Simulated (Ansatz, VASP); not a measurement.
# Two plane-wave programs on SnSe2

The input INCAR:

```
SYSTEM = SnSe2
PREC = Accurate
ENCUT = 600
EDIFF = 1E-6
ISMEAR = 0
SIGMA = 0.1
LREAL = .False.
LASPH = .True.
NELM = 80
ALGO = Normal
ISIF = 3
LWAVE = .False.
LCHARG = .False.
GGA = PE
IVDW = 12
IBRION = 2
NSW = 80
EDIFFG = -0.025
```

Contents of KPOINTS:

```
Automatic mesh
0
Gamma
  4 2 2
  0 0 0
```

POSCAR

```
SnSe2
1.0
   -2.0141324977      3.5418522334      0.0245861019
   -0.1216007726     -0.0296927654      5.8686736121
    6.2683567356      3.6723098629     -0.1458359922
Sn Se
2 4
Direct
   -0.0139647754      0.4915885780     -0.0267047963
    0.4995151360      0.4610821293      0.5029761007
    0.5151710164      0.2540359494      0.1828687204
    1.0084498952      0.2563053427      0.6736393311
    0.4552945648      0.7823591464      0.1758676472
    1.0355341630      0.7546288542      0.6580196636
```

Input for Ansatz:

```yaml
crystal:
  lattice:
    - [-2.0141324977, 3.5418522334, 0.0245861019]
    - [-0.1216007726, -0.0296927654, 5.8686736121]
    - [6.2683567356, 3.6723098629, -0.1458359922]
  atoms:
    - { symbol: Sn, position: [-0.0139647754, 0.491588578, -0.0267047963] }
    - { symbol: Sn, position: [0.499515136, 0.4610821293, 0.5029761007] }
    - { symbol: Se, position: [0.5151710164, 0.2540359494, 0.1828687204] }
    - { symbol: Se, position: [1.0084498952, 0.2563053427, 0.6736393311] }
    - { symbol: Se, position: [0.4552945648, 0.7823591464, 0.1758676472] }
    - { symbol: Se, position: [1.035534163, 0.7546288542, 0.6580196636] }
basis:
  ecutwfc: 420
kpoints:
  mp_grid: { grid: [4, 2, 2] }
hamiltonian:
  xc: pbe
  dispersion: d3bj
scf:
  occupations: { method: gaussian, width: 0.1 }
  lower_state_search: "off"
output:
  forces: true
  stress: true
  eigenvalues: true
relax:
  adjacent_minimum: "off"
  f_tol: 0.025
  max_steps: 60
  cell: { stress_tol: 0.25 }
```

Change from the starting cell: cell x2, atoms moved at random (sigma 0.15 Å) and cell strained at random (1.5 %), then relaxed without symmetry.

Alike in both runs: task relaxation of cell and atoms; functional PBE; dispersion D3(BJ); k mesh 4 × 2 × 2; occupations gaussian, width 0.1 eV; no spin polarisation.

```csv
,VASP,Ansatz
version,VASP 6.6.1,Ansatz 0.2.0
potentials or method,"VASP PAW PBE potentials, release 64 (Sn_d, Se), cutoff 600 eV","scalar-relativistic, plane waves, PAW"
valence electrons in the cell,52,92
```

|  | VASP | Ansatz | Ansatz less VASP |
| --- | --- | --- | --- |
| gap on the k mesh at the Fermi level, each at its own relaxed structure (eV) | 0.77 | 0.79 | +0.015 |
| relaxed volume (Å³/atom) | 28.06 | 27.99 | -0.066 |
| relaxed length of the cell vector where the two differ most in proportion (Å) | 4.109 | 4.100 | -0.0085 |

VASP's potentials hold 52 valence electrons a cell and Ansatz's 92, so a difference there can come from the potentials and not from the codes.

The k mesh is coarse, so the values compare programs but aren't converged.
